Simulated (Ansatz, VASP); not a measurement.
## One calculation of AlN, two programs

```
Al N
1.0
     3.11300    0.00000    0.00000
    -1.55650    2.69594    0.00000
     0.00000    0.00000    4.98100
Al N
2 2
Direct
  0.66667 0.33333 0.50000
  0.33333 0.66667 0.00000
  0.66667 0.33333 0.88000
  0.33333 0.66667 0.38000
```

Alike in both runs: functional B3LYP; k mesh 5 × 5 × 3; occupations fermi-dirac, width 0.05 eV; no spin polarisation.

|  | VASP | Ansatz |
| --- | --- | --- |
| version | VASP 6.6.1 | Ansatz 0.2.0 |
| potentials or method | VASP PAW PBE potentials, release 64 (Al, N) | Ansatz PAW |
| plane-wave cutoff (eV) | 520 | 420 |
| valence electrons in the cell | 16 | 16 |
| task | single point | band structure |

|  | VASP | Ansatz | Ansatz less VASP |
| --- | --- | --- | --- |
| gap on the k mesh at the Fermi level (eV) | 6.20 | 6.20 | -0.002 |
| least direct gap on the mesh (eV) | 6.20 | 6.20 | -0.002 |
| pressure (GPa) | 1.9 | 1.3 | -0.65 |
| traceless stress, the component that is largest in VASP (GPa) | 1.36 | 1.30 | -0.064 |
| rms of the force components (eV/Å) | 0.067 | 0.066 | -0.0002 |

VASP's potentials were made for PBE, not for B3LYP. Atom by atom the forces differ by 0.000 eV/Å (rms over components).

The k mesh is coarse, so the values compare programs but aren't converged.
